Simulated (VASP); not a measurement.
Input of a VASP 6.6.1 run:

The input INCAR:

```
PREC     = Accurate       # precision mode
ENCUT    = 600            # plane-wave cutoff, eV
EDIFF    = 1E-6           # SCF threshold, eV
ISMEAR   = -1             # smearing method
SIGMA    = 0.08           # smearing width, eV
LREAL    = F              # projectors in reciprocal space
LASPH    = T              # aspherical terms in the spheres
NELM     = 100            # most SCF steps
ALGO     = Normal         # electronic algorithm
ISIF     = 3              # what is computed and relaxed
LWAVE    = F              # write WAVECAR
LCHARG   = F              # write CHGCAR
GGA      = PE             # functional
IBRION   = 2              # ionic algorithm
NSW      = 60             # ionic steps
EDIFFG   = -0.005         # ionic threshold
PSTRESS  = 130.0
```

The input KPOINTS:

```
regular mesh
0
Gamma
  13 13 13
```

Contents of POSCAR:

```
CdSe
1.0
    3.3769333229      0.0000000000      0.0000000000
    0.0000000000      3.3769333229      0.0000000000
    0.0000000000      0.0000000000      3.3769333229
Cd Se
1 1
Direct
    0.0000000000      0.0000000000      0.0000000000
    0.5000000000      0.5000000000      0.5000000000
```

Potentials or basis: VASP PAW PBE potentials, release 64 (Cd, Se).

Launch:

```sh
$ cat potpaw_PBE.64/Cd/POTCAR potpaw_PBE.64/Se/POTCAR > POTCAR
$ mpirun -np 1 vasp_std > vasp.out
```

**Question.** Estimate the band gap on the k mesh.

**Answer.** Zero (band 9 reaches 4.95 eV, above the bottom of band 10 at 3.64 eV).

**Question.** What does it give for the relaxed volume?

**Answer.** 19.37 Å³/atom.

**Question.** What does it give for the space group after relaxing (to 0.05 Å)?

**Answer.** Pm-3m (No. 221).

**Question.** What does it give for the relaxed cell?

**Answer.** a = 3.384 Å, b = 3.384 Å, c = 3.384 Å, α = 90.00°, β = 90.00°, γ = 90.00°.

The path:
| step | energy change (eV) | largest force (eV/Å) | pressure (GPa) | volume (Å³) |
| --- | --- | --- | --- | --- |
| 1 | 0.0000 | 0.0000 | 13.71 | 38.51 |
| 2 | -0.0386 | 0.0000 | 12.31 | 38.99 |
| 3 | -0.0189 | 0.0000 | 13.00 | 38.74 |

Caveat: the cell is relaxed towards a set pressure, so the enthalpy falls and the energy may rise.
